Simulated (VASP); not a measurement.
Crystal: As.

```
CELL_PARAMETERS angstrom
1.82500 -5.50000 0.00000
1.82500 5.50000 0.00000
0.00000 0.00000 4.47000
ATOMIC_POSITIONS crystal
As 0.11000 0.89000 0.94000
As 0.61000 0.39000 0.56000
As 0.89000 0.11000 0.06000
As 0.39000 0.61000 0.44000
```

* Program: VASP 6.6.1
* Task: relaxation of cell and atoms
* Functional: PBE
* Dispersion: D3(BJ)
* Potentials or basis: VASP PAW PBE potentials, release 64 (As)
* Cutoff: 600 eV
* k mesh: 10 × 10 × 8
* Occupations: gaussian, width 0.01 eV
* Spin: no spin polarisation

At the start: pressure 0.4 GPa; volume 22.43 Å³/atom.

Where does the relaxation end?

Over 24 steps the energy falls by 6.6 meV/atom and the volume is 21.71 Å³/atom (-3.2 %); space group Cmce (No. 64, to 0.05 Å).

The path:
```
step  energy change (eV)  largest force (eV/Å)  pressure (GPa)  volume (Å³)
   1              0.0000                0.1669            0.42        89.74
   2             -0.0070                0.0227           -0.59        90.49
   3             -0.0072                0.0020           -0.74        90.62
   4             -0.0132                0.0650           -0.51        89.95
   5             -0.0171                0.1518           -0.17        88.99
   6             -0.0213                0.0847           -0.14        88.36
   7             -0.0228                0.0746           -0.08        87.68
   8             -0.0250                0.0180           -0.05        87.14
   9             -0.0253                0.0315           -0.04        86.87
  10             -0.0256                0.0197            0.05        86.81
  11             -0.0257                0.0256            0.13        86.75
  12             -0.0259                0.0180            0.02        86.88
  13             -0.0259                0.0093           -0.14        87.07
  14             -0.0260                0.0121           -0.07        86.99
  15             -0.0260                0.0070           -0.02        86.94
  16             -0.0261                0.0105            0.01        86.91
  17             -0.0261                0.0087           -0.01        86.91
  18             -0.0262                0.0072           -0.08        86.90
  19             -0.0262                0.0072           -0.06        86.91
  20             -0.0262                0.0057           -0.07        86.90
  21             -0.0262                0.0038           -0.02        86.83
  22             -0.0262                0.0042           -0.02        86.84
  23             -0.0262                0.0045           -0.03        86.86
  24             -0.0262                0.0040           -0.02        86.83
```

Final structure:
```cif
data_structure
_symmetry_space_group_name_H-M 'P 1'
_symmetry_Int_Tables_number 1
_cell_length_a 5.7382
_cell_length_b 5.7382
_cell_length_c 4.2726
_cell_angle_alpha 90.000
_cell_angle_beta 90.000
_cell_angle_gamma 141.889
_cell_volume 86.83
loop_
_atom_site_label
_atom_site_type_symbol
_atom_site_fract_x
_atom_site_fract_y
_atom_site_fract_z
_atom_site_occupancy
As1 As 0.11293 0.88707 0.94589 1
As2 As 0.61293 0.38707 0.55411 1
As3 As 0.88707 0.11293 0.05411 1
As4 As 0.38707 0.61293 0.44589 1
```

Caveat: pairwise dispersion overbinds metals, which lowers pressure and volume.
